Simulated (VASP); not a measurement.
# Cr (Pm-3m) in VASP: notebook

The runs below take Cr through single point, with PBE.

Program: VASP 6.6.1. These are calculated values, not measurements. Logs are shortened: lines on timing, memory, paths and dates and some standing lists are left out, and cuts for length are marked.

### 1 The cell of the first run

It takes space group Pm-3m (No. 221, cubic). The conventional cell has a = 2.370 Å, b = 2.370 Å, c = 2.370 Å, α = 90.00°, β = 90.00°, γ = 90.00°. Within 3.1 Å of Cr (site symmetry m-3m) lie 6 Cr at 2.37 Å.

### 2 Single point, PBE

The input, INCAR:

```
  PREC = Accurate
  ENCUT = 500
  EDIFF = 1E-6
  ISMEAR = -1
  SIGMA = 0.06122561905347299
  LREAL = F
  LASPH = T
  NELM = 120
  ALGO = Normal
  ISIF = 2
  LWAVE = F
  LCHARG = F
  GGA = PE
  NBANDS = 12
  GGA_COMPAT = F
```

The input, KPOINTS:

```
Automatic mesh
0
Gamma
  46 46 46
```

The input, POSCAR:

```
Cr
1.0
    2.3700129015      0.0000000000      0.0000000000
    0.0000000000      2.3700129015      0.0000000000
    0.0000000000      0.0000000000      2.3700129015
Cr
1
Direct
    0.0000000000      0.0000000000      0.0000000000
```

Potentials or basis: VASP PAW PBE potentials, release 64 (Cr_pv).

The run is started by

```console
$ cat potpaw_PBE.64/Cr_pv/POTCAR > POTCAR
$ mpirun -np 1 vasp_std > vasp.out
```

OUTCAR:

```text
PREC = Accurate
   ENCUT = 500
   EDIFF = 1E-6
   ISMEAR = -1
   LREAL = F
   LASPH = T
   NELM = 120
   ISIF = 2
   GGA = PE

 ion  position               nearest neighbor table
   1  0.000  0.000  0.000-

  LATTYP: Found a simple cubic cell.
 ALAT       =     2.3700129015

  Lattice vectors:

 A1 = (   2.3700129015,   0.0000000000,   0.0000000000)
 A2 = (   0.0000000000,   2.3700129015,   0.0000000000)
 A3 = (   0.0000000000,   0.0000000000,   2.3700129015)

Analysis of symmetry for initial positions (statically):
=====================================================================
 Subroutine PRICEL returns:
 Original cell was already a primitive cell.

 Routine SETGRP: Setting up the symmetry group for a
 simple cubic supercell.

 Subroutine GETGRP returns: Found 48 space group operations
[... 9 lines left out ...]

 Routine SETGRP: Setting up the symmetry group for a
 simple cubic supercell.

 Subroutine GETGRP returns: Found 48 space group operations
[... 11 lines left out ...]
                                     Primitive cell

  volume of cell :      13.3123

  direct lattice vectors                    reciprocal lattice vectors
     2.370012901  0.000000000  0.000000000     0.421938631  0.000000000  0.000000000
     0.000000000  2.370012901  0.000000000     0.000000000  0.421938631  0.000000000
     0.000000000  0.000000000  2.370012901     0.000000000  0.000000000  0.421938631

  length of vectors
     2.370012901  2.370012901  2.370012901     0.421938631  0.421938631  0.421938631

  position of ions in fractional coordinates (direct lattice)
     0.000000000  0.000000000  0.000000000

  ion indices of the primitive-cell ions
   primitive index   ion index
                 1           1

----------------------------------------------------------------------------------------

 KPOINTS: Automatic mesh

Automatic generation of k-mesh.
 Grid dimensions read from file:
 generate k-points for:   46   46   46

 Generating k-lattice:

  Cartesian coordinates                     Fractional coordinates (reciprocal lattice)
     0.009172579  0.000000000  0.000000000     0.021739130  0.000000000  0.000000000
     0.000000000  0.009172579  0.000000000     0.000000000  0.021739130  0.000000000
     0.000000000  0.000000000  0.009172579     0.000000000  0.000000000  0.021739130

  Length of vectors
     0.009172579  0.009172579  0.009172579

  Shift w.r.t. Gamma in fractional coordinates (k-lattice)
     0.000000000  0.000000000  0.000000000

 Subroutine IBZKPT returns following result:
 ===========================================

 Found   2600 irreducible k-points:

 Following reciprocal coordinates:
            Coordinates               Weight
  0.000000  0.000000  0.000000      1.000000
  0.021739  0.000000  0.000000      6.000000
  0.043478  0.000000  0.000000      6.000000
  0.065217  0.000000  0.000000      6.000000
  0.086957  0.000000  0.000000      6.000000
  0.108696  0.000000  0.000000      6.000000
[... 16 lines left out ...]
  0.478261  0.000000  0.000000      6.000000
  0.500000  0.000000  0.000000      3.000000
 [... further k-points ...]
   k-points           NKPTS =   2600   k-points in BZ     NKDIM =   2600   number of bands    NBANDS=     12
   number of dos      NEDOS =    301   number of ions     NIONS =      1
   total plane-waves  NPLWV =   5832
   dimension x,y,z NGX =    18 NGY =   18 NGZ =   18
   dimension x,y,z NGXF=    36 NGYF=   36 NGZF=   36
   ions per type =               1
   NGX,Y,Z   is equivalent  to a cutoff of  12.63, 12.63, 12.63 a.u.
   NGXF,Y,Z  is equivalent  to a cutoff of  25.25, 25.25, 25.25 a.u.
 SYSTEM =  unknown system
   PREC   = accura    normal or accurate (medium, high low for compatibility)
   ISTART =      0    job   : 0-new  1-cont  2-samecut
   ICHARG =      2    charge: 1-file 2-atom 10-const
   ISPIN  =      1    spin polarized calculation?
   LNONCOLLINEAR =      F non collinear calculations
   LSORBIT =      F    spin-orbit coupling
   LASPH  =      T    aspherical Exc in radial PAW
   ENCUT  =  500.0 eV  36.75 Ry    6.06 a.u.   4.32  4.32  4.32*2*pi/ulx,y,z
   NELM   =    120;   NELMIN=  2; NELMDL= -5     # of ELM steps
   EDIFF  = 0.1E-05   stopping-criterion for ELM
   LREAL  =      F    real-space projection
   EDIFFG = 0.1E-04   stopping-criterion for IOM
   NSW    =      0    number of steps for IOM
   IBRION =     -1    ionic relax: 0-MD 1-quasi-New 2-CG
   NFREE  =      0    steps in history (QN), initial steepest desc. (CG)
   ISIF   =      2    stress and relaxation
   ISYM   =      2    0-nonsym 1-usesym 2-fastsym
   POTIM  = 0.5000    time-step for ionic-motion
   TEBEG  =    0.0;   TEEND  =   0.0 temperature during run
   PSTRESS=    0.0 pullay stress
   NELECT =      12.0000    total number of electrons
   NUPDOWN=      -1.0000    fix difference up-down
   EMIN   =  10.00;   EMAX   =-10.00  energy-range for DOS
   EFERMI =   0.00;   METHOD = LEGACY
   ISMEAR =    -1;   SIGMA  =   0.06  broadening in eV -4-tet -1-fermi 0-gaus
   EFERMI_NEDOS =   21; number of points for ismear=-14 and -15
   IALGO  =     38    algorithm
   IMIX   =      4    mixing-type and parameters
     AMIX     =   0.40;   BMIX     =  1.00
     AMIX_MAG =   1.60;   BMIX_MAG =  1.00
  volume/ion in A,a.u.               =      13.31        89.84
  Fermi-wavevector in a.u.,A,eV,Ry     =   1.581434  2.988478 34.027287  2.500935
  Thomas-Fermi vector in A             =   2.681510
   LORBIT       =      0    0 simple, 1 ext, 2 COOP (PROOUT), +10 PAW based schemes
   GGA     = PE    functional components
   LHFCALC =     F    Hartree Fock is set to
   AEXX    =    0.0000 exact exchange contribution
   IVDW    =     0    specifies the selected vdW correction
   LEPSILON=     F    determine dielectric tensor
   LRPA    =     F    only Hartree local field effects (RPA)
 non-spin polarized calculation
  energy-cutoff  :      500.00
  volume of cell :       13.31
 maximum number of plane-waves:       356
 NGX is ok and might be reduce to    18
   NGX =  9   NGY =  9   NGZ =  9

 number of electron      12.0000023 magnetization

 Free energy of the ion-electron system (eV)
  ---------------------------------------------------
  ext. energy  EPLUGINS =         0.00000000
  ---------------------------------------------------
  free energy    TOTEN  =        -8.49603919 eV

  energy without entropy =       -8.47792469  energy(sigma->0) =       -8.48698194

 E-fermi :   9.1628     XC(G=0): -12.7404

 val. band max:        9.1606671553   @ k =   0.5000   0.1304   0.1087
 cond. band min:       9.1634001541   @ k =   0.3696   0.1739   0.1522
 fundamental gap:      0.0027329987
 Fermi energy:         9.1627662610

 k-point     1 :       0.0000    0.0000    0.0000
  band No.  band energies     occupation
      1     -33.4182      2.00000
      2     -33.4182      2.00000
      3     -33.4182      2.00000
      4       1.9531      2.00000
      5       6.1411      2.00000
      6       6.1411      2.00000
      7      11.4915      0.00000
      8      11.4915      0.00000
      9      11.4915      0.00000
     10      16.6531      0.00000
     11      28.2661      0.00000
     12      28.2661      0.00000

 k-point     2 :       0.0217    0.0000    0.0000
  band No.  band energies     occupation
      1     -33.4227      2.00000
      2     -33.4179      2.00000
      3     -33.4179      2.00000
      4       1.9678      2.00000
      5       6.1443      2.00000
      6       6.1514      2.00000
      7      11.4815      0.00000
      8      11.4815      0.00000
      9      11.4923      0.00000
     10      16.6531      0.00000
     11      28.0984      0.00000
     12      28.2884      0.00000

 k-point     3 :       0.0435    0.0000    0.0000
  band No.  band energies     occupation
      1     -33.4359      2.00000
      2     -33.4167      2.00000
      3     -33.4167      2.00000
      4       2.0119      2.00000
      5       6.1536      2.00000
      6       6.1822      2.00000
      7      11.4518      0.00000
      8      11.4518      0.00000
      9      11.4945      0.00000
     10      16.6531      0.00000
     11      27.6509      0.00000
     12      28.3551      0.00000

 k-point     4 :       0.0652    0.0000    0.0000
  band No.  band energies     occupation
      1     -33.4577      2.00000
      2     -33.4149      2.00000
      3     -33.4149      2.00000
      4       2.0848      2.00000
      5       6.1690      2.00000
      6       6.2332      2.00000
      7      11.4032      0.00000
      8      11.4032      0.00000
      9      11.4983      0.00000
     10      16.6531      0.00000
     11      27.0281      0.00000
     12      28.4653      0.00000

 k-point     5 :       0.0870    0.0000    0.0000
  band No.  band energies     occupation
      1     -33.4874      2.00000
      2     -33.4124      2.00000
      3     -33.4124      2.00000
      4       2.1858      2.00000
      5       6.1903      2.00000
      6       6.3037      2.00000
      7      11.3372      0.00000
      8      11.3372      0.00000
      9      11.5034      0.00000
     10      16.6530      0.00000
     11      26.3110      0.00000
     12      28.6177      0.00000
[... 228 lines left out ...]
      1     -34.2972      2.00000
      2     -33.3404      2.00000
      3     -33.3404      2.00000
      4       5.8551      2.00000
      5       6.8306      2.00000
      6       8.4052      1.99999
      7       9.7167      0.00024
      8       9.7167      0.00024
      9      11.6503      0.00000
     10      16.4077      0.00000
     11      16.6839      0.00000
     12      30.0011      0.00000

 k-point    22 :       0.4565    0.0000    0.0000
  band No.  band energies     occupation
      1     -34.3174      2.00000
      2     -33.3385      2.00000
      3     -33.3385      2.00000
      4       6.0019      2.00000
      5       6.8483      2.00000
      6       8.4438      1.99998
      7       9.6798      0.00043
      8       9.6798      0.00043
      9      11.6541      0.00000
     10      16.2177      0.00000
     11      16.6709      0.00000
     12      29.9295      0.00000

 k-point    23 :       0.4783    0.0000    0.0000
  band No.  band energies     occupation
      1     -34.3296      2.00000
      2     -33.3374      2.00000
      3     -33.3374      2.00000
      4       6.0948      2.00000
      5       6.8591      2.00000
      6       8.4649      1.99998
      7       9.6574      0.00062
      8       9.6574      0.00062
      9      11.6565      0.00000
     10      16.0978      0.00000
     11      16.6673      0.00000
     12      29.8859      0.00000

 k-point    24 :       0.5000    0.0000    0.0000
  band No.  band energies     occupation
      1     -34.3337      2.00000
      2     -33.3370      2.00000
      3     -33.3370      2.00000
      4       6.1267      2.00000
      5       6.8627      2.00000
      6       8.4715      1.99998
      7       9.6499      0.00070
      8       9.6499      0.00070
      9      11.6573      0.00000
     10      16.0572      0.00000
     11      16.6665      0.00000
     12      29.8714      0.00000

 [... further k-points ...]

------------------------ aborting loop because EDIFF is reached ----------------------------------------

  FORCE on cell =-STRESS in cart. coord.  units (eV):
  Direction    XX          YY          ZZ          XY          YZ          ZX
  --------------------------------------------------------------------------------------
  -------------------------------------------------------------------------------------
  Total       -0.5873336     -0.5873336     -0.5873336      0.0000000     -0.0000000      0.0000000
  in kB      -70.6876093    -70.6876093    -70.6876093      0.0000000     -0.0000000      0.0000000
  external PRESSURE =     -70.6876093 kB  Pullay stress =       0.0000000 kB

 VOLUME and BASIS-vectors are now :
 -----------------------------------------------------------------------------
  energy-cutoff  :      500.00
  volume of cell :       13.31
      direct lattice vectors                 reciprocal lattice vectors
     2.370012901  0.000000000  0.000000000     0.421938631  0.000000000  0.000000000
     0.000000000  2.370012901  0.000000000     0.000000000  0.421938631  0.000000000
     0.000000000  0.000000000  2.370012901     0.000000000  0.000000000  0.421938631

 POSITION                                       TOTAL-FORCE (eV/Angst)
 -----------------------------------------------------------------------------------
      0.00000      0.00000      0.00000         0.000000      0.000000      0.000000
 -----------------------------------------------------------------------------------
    total drift:                               -0.000000      0.000000      0.000000

  FREE ENERGIE OF THE ION-ELECTRON SYSTEM (eV)
  ---------------------------------------------------
  free  energy   TOTEN  =        -8.4960391900 eV

  energy  without entropy=       -8.4779246852  energy(sigma->0) =       -8.48698194
```

Wall time 2.6 min (1 thread of Intel Xeon Platinum 8488C (Sapphire Rapids), shared host); peak memory 0.46 GiB.

Results:

| Property | Result |
| --- | --- |
| Free energy | -8.4960 eV |
| Pressure | -7.1 GPa |
| Band gap on the k mesh | zero (band 6 reaches 10.18 eV, above the bottom of band 7 at 8.45 eV) |

Levels at points of the mesh, in eV from the Fermi level:
```tsv
k point	band 2	band 3	band 4	band 5	band 6	band 7	band 8	band 9	band 10	band 11
(0.00, 0.00, 0.00)	-42.58	-42.58	-7.21	-3.02	-3.02	2.33	2.33	2.33	7.49	19.10
(0.50, 0.00, 0.00)	-42.50	-42.50	-3.04	-2.30	-0.69	0.49	0.49	2.49	6.89	7.50
(0.50, 0.50, 0.00)	-43.36	-42.42	-4.29	-1.63	0.88	0.88	3.52	5.95	5.95	7.49
(0.50, 0.50, 0.50)	-43.24	-43.24	-2.76	-2.76	-2.76	3.62	3.62	7.49	11.10	13.50
```

Caveat: the run has no spin polarisation, though such a crystal can be magnetic.

[end of part 1 of 2]
